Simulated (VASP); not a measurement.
A run of VASP 6.6.1 is set up as follows.

The input INCAR:

```
PREC = Accurate
ENCUT = 600
EDIFF = 1E-6
ISMEAR = 0
SIGMA = 0.01
LREAL = F
LASPH = T
NELM = 60
ALGO = Normal
ISIF = 3
LWAVE = F
LCHARG = F
GGA = PE
IBRION = 2
NSW = 80
EDIFFG = -0.02
PSTRESS = 20.0
```

File KPOINTS:

```
regular mesh
0
Gamma
  8 8 8
```

File POSCAR:

```
SiC
1.0
    0.0000000000      2.1790000000      2.1790000000
    2.1790000000      0.0000000000      2.1790000000
    2.1790000000      2.1790000000      0.0000000000
Si C
1 1
Direct
    0.0000000000      0.0000000000      0.0000000000
    0.2500000000      0.2500000000      0.2500000000
```

Potentials or basis: VASP PAW PBE potentials, release 64 (Si, C).

Command:

```console
$ cat potpaw_PBE.64/Si/POTCAR potpaw_PBE.64/C/POTCAR > POTCAR
$ mpirun -np 1 vasp_std > vasp.out
```

Q: What does it give for the relaxed cell?

A: a = 3.087 Å, b = 3.087 Å, c = 3.087 Å, α = 60.00°, β = 60.00°, γ = 60.00°.

Q: What does it give for the space group after relaxing (to 0.05 Å)?

A: F-43m (No. 216).

Step by step:
```tsv
step	energy change (eV)	largest force (eV/Å)	pressure (GPa)	volume (Å³)
1	0.0000	0.0000	3.09	20.69
2	-0.0026	0.0000	0.85	20.90
3	-0.0016	0.0000	2.01	20.79
```

Caveat: the cell is relaxed towards a set pressure, so the enthalpy falls and the energy may rise. PBE usually gives volumes a little too large and moduli too small.
